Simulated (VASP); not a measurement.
A run of VASP 6.6.1 is set up as follows.

The input INCAR:

```
ALGO = Normal
EDIFF = 1E-6
ENCUT = 520
GGA = PE
ISIF = 2
ISMEAR = 0
LASPH = T
LCHARG = F
LREAL = F
LWAVE = F
NBANDS = 14
NELM = 80
PREC = Accurate
SIGMA = 0.02
```

File KPOINTS:

```
k-points
0
Gamma
  6 6 6
```

The input POSCAR:

```
NaI
1.0
    0.0000000000      3.1279316588      3.1279316588
    3.1279316588      0.0000000000      3.1279316588
    3.1279316588      3.1279316588      0.0000000000
Na I
1 1
Direct
    0.0000000000      0.0000000000      0.0000000000
    0.5000000000      0.5000000000      0.5000000000
```

Potentials or basis: VASP PAW PBE potentials, release 64 (Na_pv, I).

Run with:

```bash
$ cat potpaw_PBE.64/Na_pv/POTCAR potpaw_PBE.64/I/POTCAR > POTCAR
$ mpirun -np 1 vasp_std > vasp.out
```

**Question.** Predict the band gap on the k mesh.

**Answer.** 3.94 eV, direct.

**Question.** Predict the pressure.

**Answer.** 2.7 GPa.

Caveat: spin-orbit coupling is left out, which moves the levels of the heavy elements.
